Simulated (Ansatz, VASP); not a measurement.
# Sn: VASP beside Ansatz

INCAR

```
SYSTEM = Sn
PREC = Accurate
ENCUT = 520
EDIFF = 1E-6
ISMEAR = 0
SIGMA = 0.1
LREAL = .FALSE.
LASPH = .TRUE.
NELM = 80
ALGO = Fast
ISIF = 2
LWAVE = .FALSE.
LCHARG = .FALSE.
LDIPOL = .TRUE.
IDIPOL = 3
DIPOL = 0.5 0.5 0.500
GGA = PE
NBANDS = 51
```

File KPOINTS:

```
Automatic mesh
0
G
  9 9 1
  0 0 0
```

POSCAR

```
Sn
1.0
    4.7067117298      0.0000000000      0.0000000000
   -2.3533558649      4.0761319263      0.0000000000
    0.0000000000      0.0000000000     23.6467815783
Sn
6
Direct
    0.3333333333      0.6666666667      0.3171678977
    0.0000000000      0.0000000000      0.3577972537
    0.0000000000      0.0000000000      0.4796853220
    0.6666666667      0.3333333333      0.5203146780
    0.6666666667      0.3333333333      0.6422027463
    0.3333333333      0.6666666667      0.6828321023
```

Input for Ansatz:

```yaml
crystal:
  lattice:
    - [4.7067117298, 0.0, 0.0]
    - [-2.3533558649, 4.0761319263, 0.0]
    - [0.0, 0.0, 23.6467815783]
  atoms:
    - { symbol: Sn, position: [0.3333333333, 0.6666666667, 0.3171678977] }
    - { symbol: Sn, position: [0.0, 0.0, 0.3577972537] }
    - { symbol: Sn, position: [0.0, 0.0, 0.479685322] }
    - { symbol: Sn, position: [0.6666666667, 0.3333333333, 0.520314678] }
    - { symbol: Sn, position: [0.6666666667, 0.3333333333, 0.6422027463] }
    - { symbol: Sn, position: [0.3333333333, 0.6666666667, 0.6828321023] }
basis:
  ecutwfc: 420
kpoints:
  mp_grid: { grid: [9, 9, 1] }
hamiltonian:
  xc: pbe
scf:
  occupations: { method: gaussian, width: 0.1 }
output:
  forces: true
  stress: true
  eigenvalues: true
  write_density: true
  write_potential: true
  elf: true
  volumetric_format: npy
efield:
  axis: 3
  dipole_correction: true
  ramp_width: 0.04
```

Alike in both runs: task single point; functional PBE; k mesh 9 × 9 × 1; occupations gaussian, width 0.1 eV; no spin polarisation.

|  | VASP | Ansatz |
| --- | --- | --- |
| version | VASP 6.6.1 | Ansatz 0.2.0 |
| potentials or method | VASP PAW PBE potentials, release 64 (Sn_d), cutoff 520 eV | scalar-relativistic, plane waves, PAW |
| valence electrons in the cell | 84 | 84 |

|  | VASP | Ansatz | Ansatz less VASP |
| --- | --- | --- | --- |
| gap on the k mesh at the Fermi level (eV) | none | none | - |
| rms of the force components (eV/Å) | 0.104 | 0.105 | +0.0004 |

Atom by atom the forces differ by 0.001 eV/Å (rms over components). A gap of «none» marks a metal or a gap that the smearing closes. The functional is the same, so the differences come from potentials, cutoffs and numerics. Ansatz's warnings: xc potential rough in thin density.
